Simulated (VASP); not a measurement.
## MgS (lda): single point with LDA

The system is MgS (lda).

```
Mg S
1.0
     0.00000    2.82490    2.75506
     2.82490    0.00000    2.75506
     2.82490    2.82490    0.00000
Mg S
1 1
Direct
  0.00000 0.00000 0.00000
  0.25000 0.25000 0.25000
```

```
Program             : VASP 6.6.1
Task                : single point
Functional          : LDA
Potentials or basis : VASP PAW LDA potentials, release 64 (Mg, S)
Cutoff              : 600 eV
k mesh              : 6 × 6 × 6
Occupations         : gaussian, width 0.01 eV
Spin                : no spin polarisation
```

* Pressure: -0.6 GPa
* Band gap on the k mesh: 3.31 eV, direct

Stress tensor (GPa, compression positive):
```
-0.78  0.00  0.00
 0.00 -0.78  0.00
 0.00  0.00 -0.33
```

Levels at points of the mesh, in eV from the valence-band top:
```csv
k point,band 1,band 2,band 3,band 4,band 5,band 6,band 7,band 8
"(0.00, 0.00, 0.00)",-11.39,-0.06,-0.06,0.00,3.31,7.80,7.80,7.82
"(0.50, 0.00, 0.00)",-10.64,-3.36,-0.45,-0.32,4.93,7.34,7.60,8.48
"(0.50, 0.50, 0.00)",-10.36,-2.94,-1.22,-1.22,3.55,5.30,11.34,12.14
"(0.50, 0.00, 0.50)",-10.41,-3.06,-1.10,-1.09,3.61,5.49,11.04,12.00
```

Run time: 21 s on 1 thread of Intel Xeon 8259CL (shared host), peak memory 0.16 GiB.

A k mesh can miss the band edges. Expect the measured gap to be larger: semilocal functionals such as LDA lack the derivative discontinuity.
